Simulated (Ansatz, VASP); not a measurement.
NaH in VASP and in Ansatz

Contents of INCAR:

```
PREC = Accurate
ENCUT = 520
EDIFF = 1E-6
ISMEAR = 0
SIGMA = 0.1
LREAL = F
LASPH = T
NELM = 60
ALGO = Normal
ISIF = 2
LWAVE = F
LCHARG = T
GGA = PE
LELF = T
LVHAR = T
NBANDS = 26
```

The input KPOINTS:

```
regular mesh
0
Gamma
  4 4 4
```

POSCAR

```
NaH
1.0
    2.4157897303      2.4157897303      0.0000000000
    2.4157897303     -2.4157897303      4.8315794606
    2.4157897303     -2.4157897303     -4.8315794606
Na H
4 4
Direct
    0.0000000000      0.2500000000      0.7500000000
    0.5000000000      0.7500000000      0.7500000000
    0.5000000000      0.2500000000      0.2500000000
    0.0000000000      0.7500000000      0.2500000000
    0.0000000000      0.0000000000      0.0000000000
    0.5000000000      0.5000000000      0.0000000000
    0.5000000000      1.0000000000      0.5000000000
    0.0000000000      0.5000000000      0.5000000000
```

Input for Ansatz:

```yaml
crystal:
  lattice:
    - [2.4157897303, 2.4157897303, 0.0]
    - [2.4157897303, -2.4157897303, 4.8315794606]
    - [2.4157897303, -2.4157897303, -4.8315794606]
  atoms:
    - { symbol: Na, position: [0.0, 0.25, 0.75] }
    - { symbol: Na, position: [0.5, 0.75, 0.75] }
    - { symbol: Na, position: [0.5, 0.25, 0.25] }
    - { symbol: Na, position: [0.0, 0.75, 0.25] }
    - { symbol: H, position: [0.0, 0.0, 0.0] }
    - { symbol: H, position: [0.5, 0.5, 0.0] }
    - { symbol: H, position: [0.5, 1.0, 0.5] }
    - { symbol: H, position: [0.0, 0.5, 0.5] }
basis:
  ecutwfc: 420
kpoints:
  mp_grid: { grid: [4, 4, 4] }
hamiltonian:
  xc: pbe
scf:
  occupations: { method: gaussian, width: 0.1 }
  lower_state_search: "off"
output:
  forces: true
  stress: true
  eigenvalues: true
```

Alike in both runs: task single point; functional PBE; k mesh 4 × 4 × 4; occupations gaussian, width 0.1 eV; no spin polarisation.

|  | VASP | Ansatz |
| --- | --- | --- |
| version | VASP 6.6.1 | Ansatz 0.2.0 |
| potentials or method | VASP PAW PBE potentials, release 64 (Na_pv, H), cutoff 520 eV | scalar-relativistic, plane waves, PAW |
| valence electrons in the cell | 32 | 40 |

```tsv
	VASP	Ansatz	Ansatz less VASP
gap on the k mesh at the Fermi level (eV)	3.76	3.76	+0.002
least direct gap on the mesh (eV)	3.94	3.94	+0.001
pressure (GPa)	0.0	0.0	+0.04
```

The functional is the same, so the differences come from potentials, cutoffs and numerics. VASP's potentials hold 32 valence electrons a cell and Ansatz's 40, so a difference there can come from the potentials and not from the codes.

The k mesh is coarse, so the values compare programs but aren't converged.
